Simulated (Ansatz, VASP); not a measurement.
## CdS in VASP and in Ansatz

INCAR

```
SYSTEM = CdS
PREC = Accurate
ENCUT = 540
EDIFF = 1E-6
ISMEAR = 0
SIGMA = 0.02
LREAL = .FALSE.
LASPH = .TRUE.
NELM = 120
ALGO = Normal
ISIF = 2
LWAVE = .FALSE.
LCHARG = .FALSE.
GGA = CA
NBANDS = 20
GGA_COMPAT = .FALSE.
```

File KPOINTS:

```
Automatic mesh
0
G
  6 6 4
  0 0 0
```

File POSCAR:

```
CdS
1.0
    4.2185583000      0.0000000000      0.0000000000
   -2.1092791500      3.6533781900      0.0000000000
    0.0000000000      0.0000000000      5.8041730000
Cd S
1 1
Direct
    0.0000000000      0.0000000000      0.4426920000
    0.6666666667      0.3333333333      0.4343080000
```

Input for Ansatz:

```yaml
crystal:
  lattice:
    - [4.2185583, 0.0, 0.0]
    - [-2.10927915, 3.65337819, 0.0]
    - [0.0, 0.0, 5.804173]
  atoms:
    - { symbol: Cd, position: [0.0, 0.0, 0.442692] }
    - { symbol: S, position: [0.6666666666666666, 0.3333333333333333, 0.434308] }
basis:
  ecutwfc: 476.19925930478996
kpoints:
  mp_grid:
    grid: [6, 6, 4]
hamiltonian:
  xc: lda
scf:
  occupations:
    method: gaussian
    width: 0.02
output:
  stress: true
```

Alike in both runs: task single point; functional LDA; k mesh 6 × 6 × 4; occupations gaussian, width 0.02 eV; no spin polarisation.

```csv
,VASP,Ansatz
version,VASP 6.6.1,Ansatz 0.2.0
potentials or method,"VASP PAW LDA potentials, release 64 (Cd_sv_GW, S), cutoff 540 eV","plane waves, PAW"
valence electrons in the cell,26,26
```

Ansatz gave:

| Quantity | Value |
| --- | --- |
| pressure (GPa) | -1.7 |
| traceless stress, the component that is largest in VASP (GPa) | 1.63 |

Q: Which values does VASP return?

A: Pressure (GPa): -2.2; traceless stress, the component that is largest in VASP (GPa): 1.57.

LDA's correlation is that of Perdew and Zunger in VASP and of Perdew and Wang (1992) in Ansatz. Ansatz's warnings: structure snapped to symmetry.
